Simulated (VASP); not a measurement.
## SnO: single point with r2SCAN+rVV10

Crystal: SnO.

```
Sn O
1.0
     3.79283    0.00000    0.00000
     0.00000    3.79283    0.00000
     0.00000    0.00000    4.77154
Sn O
2 2
Direct
  0.50000 0.00000 0.75973
  0.00000 0.50000 0.24027
  0.00000 0.00000 0.00000
  0.50000 0.50000 0.00000
```

```
Program             : VASP 6.6.1
Task                : single point
Functional          : r2SCAN
Dispersion          : rVV10
Potentials or basis : VASP PAW PBE potentials, release 64 (Sn_d, O)
Cutoff              : 520 eV
k mesh              : 7 × 7 × 6
Occupations         : fermi-dirac, width 0.05 eV
Spin                : no spin polarisation
```

```yaml
Pressure: 0.7 GPa
Largest_force: 0.157 eV/Å
Band_gap_on_the_k_mesh: 0.25 eV, indirect (least direct gap 2.28 eV)
```

Forces in eV/Å, atoms in the order of the input:
```
Sn   0.000  0.000 -0.157
Sn   0.000  0.000  0.157
O    0.000  0.000  0.000
O    0.000  0.000  0.000
```

Stress tensor (GPa, compression positive):
```
0.77 0.00 0.00
0.00 0.77 0.00
0.00 0.00 0.62
```

Levels at points of the mesh, in eV from the valence-band top:
```tsv
k point	band 17	band 18	band 19	band 20	band 21	band 22	band 23	band 24
(0.00, 0.00, 0.00)	-3.99	-3.68	-3.68	0.00	2.44	4.70	4.75	4.75
(0.00, 0.00, 0.50)	-3.70	-3.70	-2.98	-2.62	1.92	2.97	2.97	3.71
```

It took 2.9 min on 1 thread of Intel(R) Xeon(R) 6975P-C (Granite Rapids), on a shared host, peak memory 0.32 GiB.

Caveat: the PAW data sets were made with another functional, which shifts forces and pressure a little; spin-orbit coupling is left out, which moves the levels of the heavy elements. A k mesh can miss the band edges.
